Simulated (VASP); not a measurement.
Here is a VASP 6.6.1 calculation.

File INCAR:

```
SYSTEM = Ti
ALGO = Normal ; EDIFF = 1E-6
ENCUT = 520 ; GGA = PS
ISIF = 2 ; ISMEAR = -1
LASPH = .TRUE. ; LCHARG = .FALSE.
LREAL = .FALSE. ; LWAVE = .FALSE.
NBANDS = 25 ; NELM = 60
PREC = Accurate ; SIGMA = 0.08
```

Contents of KPOINTS:

```
k-points
0
G
  8 8 11
  0 0 0
```

POSCAR

```
Ti
1.0
    4.5071898629      0.0000000000      0.0000000000
   -2.2535949314      3.9033409209      0.0000000000
    0.0000000000      0.0000000000      2.7947293961
Ti
3
Direct
    0.0000000000      0.0000000000      0.0000000000
    0.3333333333      0.6666666667      0.5000000000
    0.6666666667      0.3333333333      0.5000000000
```

Potentials or basis: VASP PAW PBE potentials, release 64 (Ti_sv).

The run is started by

```sh
$ cat potpaw_PBE.64/Ti_sv/POTCAR > POTCAR
$ mpirun -np 1 vasp_std > vasp.out
```

Predict the pressure.

0.4 GPa.

Predict the band gap on the k mesh.

zero (band 18 reaches 8.96 eV, above the bottom of band 19 at 8.61 eV).

Caveat: the PAW data sets were made with another functional, which shifts forces and pressure a little.
